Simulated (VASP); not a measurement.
# Pb (Fd-3m) in VASP: further runs

Pb is run at these levels: r2SCAN; tasks: single point.

Everything below comes from runs of VASP 6.6.1. Logs are shortened: lines on timing, memory, paths and dates and some standing lists are left out, and cuts for length are marked.

## (1) The cell of the first run

Symmetry: Fd-3m, No. 227, cubic system. The conventional cell has a = 6.762 Å, b = 6.762 Å, c = 6.762 Å, α = 90.00°, β = 90.00°, γ = 90.00°. Within 3.9 Å of Pb (site symmetry -43m) lie 4 Pb at 2.93 Å.

This isn't the form of Pb at room conditions, which is fcc.

## (2) Single point, r2SCAN (38.66 Å³/atom)

POSCAR

```
Pb
1.0
    0.0000000000      3.3812065752      3.3812065752
    3.3812065752      0.0000000000      3.3812065752
    3.3812065752      3.3812065752      0.0000000000
Pb
2
Direct
    0.1250000000      0.1250000000      0.1250000000
    0.8750000000      0.8750000000      0.8750000000
```

INCAR.step1

```
SYSTEM = Pb
ALGO = Normal
EDIFF = 1E-4
ENCUT = 520
GGA = PE
ISMEAR = -1
LASPH = .TRUE.
LCHARG = .FALSE.
LREAL = .FALSE.
LWAVE = .TRUE.
NBANDS = 21
NELM = 60
PREC = Accurate
SIGMA = 0.1
```

INCAR.step2

```
SYSTEM = Pb
ALGO = Normal
EDIFF = 1E-6
ENCUT = 520
ISIF = 2
ISMEAR = -1
ISTART = 1
LASPH = .TRUE.
LCHARG = .FALSE.
LMIXTAU = .TRUE.
LREAL = .FALSE.
LWAVE = .FALSE.
METAGGA = R2SCAN
NBANDS = 21
NELM = 60
PREC = Accurate
SIGMA = 0.1
```

KPOINTS

```
k-points
0
G
  9 9 9
  0 0 0
```

Potentials or basis: VASP PAW PBE potentials, release 64 (Pb_d).

Run with:

```bash
$ cat potpaw_PBE.64/Pb_d/POTCAR > POTCAR
$ cp INCAR.step1 INCAR
$ mpirun -np 1 vasp_std > vasp.out
$ cp INCAR.step2 INCAR
$ mpirun -np 1 vasp_std > vasp.out
```

OUTCAR:

```text
SYSTEM = Pb
   EDIFF = 1E-6
   ENCUT = 520
   ISIF = 2
   ISMEAR = -1
   ISTART = 1
   LASPH = .TRUE.
   LREAL = .FALSE.
   METAGGA = R2SCAN
   NELM = 60
   PREC = Accurate

 ion  position               nearest neighbor table
   1  0.125  0.125  0.125-   2 2.93   2 2.93   2 2.93   2 2.93
   2  0.875  0.875  0.875-   1 2.93   1 2.93   1 2.93   1 2.93

  LATTYP: Found a face centered cubic cell.
 ALAT       =     6.7624131504

  Lattice vectors:

 A1 = (   0.0000000000,   3.3812065752,   3.3812065752)
 A2 = (   3.3812065752,   0.0000000000,   3.3812065752)
 A3 = (   3.3812065752,   3.3812065752,   0.0000000000)

Analysis of symmetry for initial positions (statically):
=====================================================================
 Subroutine PRICEL returns:
 Original cell was already a primitive cell.

 Routine SETGRP: Setting up the symmetry group for a
 face centered cubic supercell.

 Subroutine GETGRP returns: Found 48 space group operations
 (whereof 12 operations were pure point group operations)
 out of a pool of 48 trial point group operations.

The static configuration has the point symmetry D_3d.
 The point group associated with its full space group is O_h .

Analysis of symmetry for dynamics (positions and initial velocities):
=====================================================================
 Subroutine PRICEL returns:
 Original cell was already a primitive cell.

 Routine SETGRP: Setting up the symmetry group for a
 face centered cubic supercell.

 Subroutine GETGRP returns: Found 48 space group operations
 (whereof 12 operations were pure point group operations)
 out of a pool of 48 trial point group operations.

The dynamic configuration has the point symmetry D_3d.
 The point group associated with its full space group is O_h .

 Subroutine INISYM returns: Found 48 space group operations
 (whereof 12 operations are pure point group operations),
 and found     1 'primitive' translations

----------------------------------------------------------------------------------------

                                     Primitive cell

  volume of cell :      77.3117

  direct lattice vectors                    reciprocal lattice vectors
     0.000000000  3.381206575  3.381206575    -0.147876206  0.147876206  0.147876206
     3.381206575  0.000000000  3.381206575     0.147876206 -0.147876206  0.147876206
     3.381206575  3.381206575  0.000000000     0.147876206  0.147876206 -0.147876206

  length of vectors
     4.781748196  4.781748196  4.781748196     0.256129102  0.256129102  0.256129102

  position of ions in fractional coordinates (direct lattice)
     0.125000000  0.125000000  0.125000000
     0.875000000  0.875000000  0.875000000

  ion indices of the primitive-cell ions
   primitive index   ion index
                 1           1
                 2           2

----------------------------------------------------------------------------------------

 KPOINTS: k-points

Automatic generation of k-mesh.
 Grid dimensions read from file:
 generate k-points for:    9    9    9

 Generating k-lattice:

  Cartesian coordinates                     Fractional coordinates (reciprocal lattice)
    -0.016430690  0.016430690  0.016430690     0.111111111  0.000000000  0.000000000
     0.016430690 -0.016430690  0.016430690     0.000000000  0.111111111  0.000000000
     0.016430690  0.016430690 -0.016430690     0.000000000  0.000000000  0.111111111

  Length of vectors
     0.028458789  0.028458789  0.028458789

  Shift w.r.t. Gamma in fractional coordinates (k-lattice)
     0.000000000  0.000000000  0.000000000

 Subroutine IBZKPT returns following result:
 ===========================================

 Found     35 irreducible k-points:

 Following reciprocal coordinates:
            Coordinates               Weight
  0.000000  0.000000  0.000000      1.000000
  0.111111  0.000000  0.000000      8.000000
  0.222222  0.000000  0.000000      8.000000
  0.333333  0.000000  0.000000      8.000000
  0.444444  0.000000  0.000000      8.000000
  0.111111  0.111111  0.000000      6.000000
[... 16 lines left out ...]
 -0.333333  0.333333  0.000000     12.000000
  0.444444  0.444444  0.000000      6.000000
 [... further k-points ...]
   k-points           NKPTS =     35   k-points in BZ     NKDIM =     35   number of bands    NBANDS=     21
   number of dos      NEDOS =    301   number of ions     NIONS =      2
   total plane-waves  NPLWV =  46656
   dimension x,y,z NGX =    36 NGY =   36 NGZ =   36
   dimension x,y,z NGXF=    72 NGYF=   72 NGZF=   72
   ions per type =               2
   NGX,Y,Z   is equivalent  to a cutoff of  12.52, 12.52, 12.52 a.u.
   NGXF,Y,Z  is equivalent  to a cutoff of  25.03, 25.03, 25.03 a.u.
 SYSTEM =  Pb
   PREC   = accura    normal or accurate (medium, high low for compatibility)
   ISTART =      1    job   : 0-new  1-cont  2-samecut
   ICHARG =      0    charge: 1-file 2-atom 10-const
   ISPIN  =      1    spin polarized calculation?
   LNONCOLLINEAR =      F non collinear calculations
   LSORBIT =      F    spin-orbit coupling
   LASPH  =      T    aspherical Exc in radial PAW
   ENCUT  =  520.0 eV  38.22 Ry    6.18 a.u.   8.89  8.89  8.89*2*pi/ulx,y,z
   NELM   =     60;   NELMIN=  2; NELMDL=  0     # of ELM steps
   EDIFF  = 0.1E-05   stopping-criterion for ELM
   LREAL  =      F    real-space projection
   EDIFFG = 0.1E-04   stopping-criterion for IOM
   NSW    =      0    number of steps for IOM
   IBRION =     -1    ionic relax: 0-MD 1-quasi-New 2-CG
   NFREE  =      0    steps in history (QN), initial steepest desc. (CG)
   ISIF   =      2    stress and relaxation
   ISYM   =      2    0-nonsym 1-usesym 2-fastsym
   POTIM  = 0.5000    time-step for ionic-motion
   TEBEG  =    0.0;   TEEND  =   0.0 temperature during run
   PSTRESS=    0.0 pullay stress
   NELECT =      28.0000    total number of electrons
   NUPDOWN=      -1.0000    fix difference up-down
   EMIN   =  10.00;   EMAX   =-10.00  energy-range for DOS
   EFERMI =   0.00;   METHOD = LEGACY
   ISMEAR =    -1;   SIGMA  =   0.10  broadening in eV -4-tet -1-fermi 0-gaus
   EFERMI_NEDOS =   21; number of points for ismear=-14 and -15
   IALGO  =     38    algorithm
   IMIX   =      4    mixing-type and parameters
     AMIX     =   0.40;   BMIX     =  1.00
     AMIX_MAG =   1.60;   BMIX_MAG =  1.00
  volume/ion in A,a.u.               =      38.66       260.86
  Fermi-wavevector in a.u.,A,eV,Ry     =   1.166933  2.205183 18.527487  1.361732
  Thomas-Fermi vector in A             =   2.303439
   LORBIT       =      0    0 simple, 1 ext, 2 COOP (PROOUT), +10 PAW based schemes
   METAGGA = R2SCAN    functional components
   LHFCALC =     F    Hartree Fock is set to
   AEXX    =    0.0000 exact exchange contribution
   IVDW    =     0    specifies the selected vdW correction
   LEPSILON=     F    determine dielectric tensor
   LRPA    =     F    only Hartree local field effects (RPA)
 non-spin polarized calculation
  energy-cutoff  :      520.00
  volume of cell :       77.31
 maximum number of plane-waves:      2098
   NGX = 17   NGY = 17   NGZ = 17

 number of electron      28.0000005 magnetization

 Free energy of the ion-electron system (eV)
  ---------------------------------------------------
  ext. energy  EPLUGINS =         0.00000000
  ---------------------------------------------------
  free energy    TOTEN  =      -112.15328893 eV

  energy without entropy =     -112.14223613  energy(sigma->0) =     -112.14776253

 E-fermi :   4.7023     XC(G=0):  -9.2982

 val. band max:        4.4728435484   @ k =   0.1111   0.1111   0.0000
 cond. band min:       4.7942462946   @ k =  -0.1111   0.1111   0.0000
 fundamental gap:      0.3214027462
 Fermi energy:         4.7023138621

 k-point     1 :       0.0000    0.0000    0.0000
  band No.  band energies     occupation
      1     -13.2285      2.00000
      2     -13.2285      2.00000
      3     -13.2285      2.00000
      4     -13.1374      2.00000
      5     -13.1374      2.00000
      6     -12.6200      2.00000
[... 13 lines left out ...]
     20      13.1861      0.00000
     21      13.1861      0.00000

 k-point     2 :       0.1111    0.0000    0.0000
  band No.  band energies     occupation
      1     -13.2444      2.00000
      2     -13.2444      2.00000
      3     -13.2255      2.00000
      4     -13.1148      2.00000
      5     -13.1148      2.00000
      6     -12.6419      2.00000
[... 13 lines left out ...]
     20      12.5667      0.00000
     21      12.5667      0.00000

 k-point     3 :       0.2222    0.0000    0.0000
  band No.  band energies     occupation
      1     -13.2671      2.00000
      2     -13.2671      2.00000
      3     -13.2178      2.00000
      4     -13.0767      2.00000
      5     -13.0767      2.00000
      6     -12.6721      2.00000
[... 13 lines left out ...]
     20      12.2697      0.00000
     21      12.2697      0.00000

 k-point     4 :       0.3333    0.0000    0.0000
  band No.  band energies     occupation
      1     -13.2809      2.00000
      2     -13.2809      2.00000
      3     -13.2088      2.00000
      4     -13.0488      2.00000
      5     -13.0488      2.00000
      6     -12.6909      2.00000
[... 13 lines left out ...]
     20      12.6726      0.00000
     21      12.6726      0.00000

 k-point     5 :       0.4444    0.0000    0.0000
  band No.  band energies     occupation
      1     -13.2862      2.00000
      2     -13.2862      2.00000
      3     -13.2026      2.00000
      4     -13.0368      2.00000
      5     -13.0368      2.00000
      6     -12.6972      2.00000
[... 13 lines left out ...]
     20      13.5285      0.00000
     21      13.5285      0.00000
[... 382 lines left out ...]
     20      14.1196      0.00000
     21      15.0025      0.00000

 k-point    22 :      -0.4444    0.3333    0.0000
  band No.  band energies     occupation
      1     -13.3437      2.00000
      2     -13.3093      2.00000
      3     -13.1255      2.00000
      4     -12.9777      2.00000
      5     -12.9109      2.00000
      6     -12.8554      2.00000
[... 13 lines left out ...]
     20      13.8944      0.00000
     21      14.9200      0.00000

 k-point    23 :      -0.3333    0.3333    0.0000
  band No.  band energies     occupation
      1     -13.3514      2.00000
      2     -13.3122      2.00000
      3     -13.1124      2.00000
      4     -12.9297      2.00000
      5     -12.9050      2.00000
      6     -12.8967      2.00000
[... 13 lines left out ...]
     20      12.8191      0.00000
     21      15.2712      0.00000

 k-point    24 :       0.4444    0.4444    0.0000
  band No.  band energies     occupation
      1     -13.3073      2.00000
      2     -13.3073      2.00000
      3     -13.1618      2.00000
      4     -13.0650      2.00000
      5     -12.9024      2.00000
      6     -12.8045      2.00000
[... 13 lines left out ...]
     20      14.3477      0.00000
     21      15.5987      0.00000

 [... further k-points ...]

------------------------ aborting loop because EDIFF is reached ----------------------------------------

  FORCE on cell =-STRESS in cart. coord.  units (eV):
  Direction    XX          YY          ZZ          XY          YZ          ZX
  --------------------------------------------------------------------------------------
  -------------------------------------------------------------------------------------
  Total        1.4529663      1.4529663      1.4529663     -0.0000000     -0.0000000      0.0000000
  in kB       30.1107115     30.1107115     30.1107115     -0.0000000     -0.0000000      0.0000000
  external PRESSURE =      30.1107115 kB  Pullay stress =       0.0000000 kB

 VOLUME and BASIS-vectors are now :
 -----------------------------------------------------------------------------
  energy-cutoff  :      520.00
  volume of cell :       77.31
      direct lattice vectors                 reciprocal lattice vectors
     0.000000000  3.381206575  3.381206575    -0.147876206  0.147876206  0.147876206
     3.381206575  0.000000000  3.381206575     0.147876206 -0.147876206  0.147876206
     3.381206575  3.381206575  0.000000000     0.147876206  0.147876206 -0.147876206

 POSITION                                       TOTAL-FORCE (eV/Angst)
 -----------------------------------------------------------------------------------
      0.84530      0.84530      0.84530         0.000000     -0.000000     -0.000000
      5.91711      5.91711      5.91711        -0.000000      0.000000      0.000000
 -----------------------------------------------------------------------------------
    total drift:                                0.000000      0.000000      0.000000

  FREE ENERGIE OF THE ION-ELECTRON SYSTEM (eV)
  ---------------------------------------------------
  free  energy   TOTEN  =      -112.1532889298 eV

  energy  without entropy=     -112.1422361267  energy(sigma->0) =     -112.14776253
```

Wall time 2.3 min (1 thread of AMD EPYC 9R45 (Zen 5), shared host); peak memory 0.2 GiB.

Results:

| Item | Value |
| --- | --- |
| Free energy | -112.1533 eV |
| Pressure | 3.0 GPa |
| Band gap on the k mesh | zero (bands 14 and 15 overlap by 1.24 eV) |

Caveat: the cell stands under pressure; the PAW data sets were made with another functional, which shifts forces and pressure a little; spin-orbit coupling is left out, which moves the levels of the heavy elements.

[end of part 1 of 2]

The gap in the log of VASP goes by the Fermi energy; the results here count the filled bands.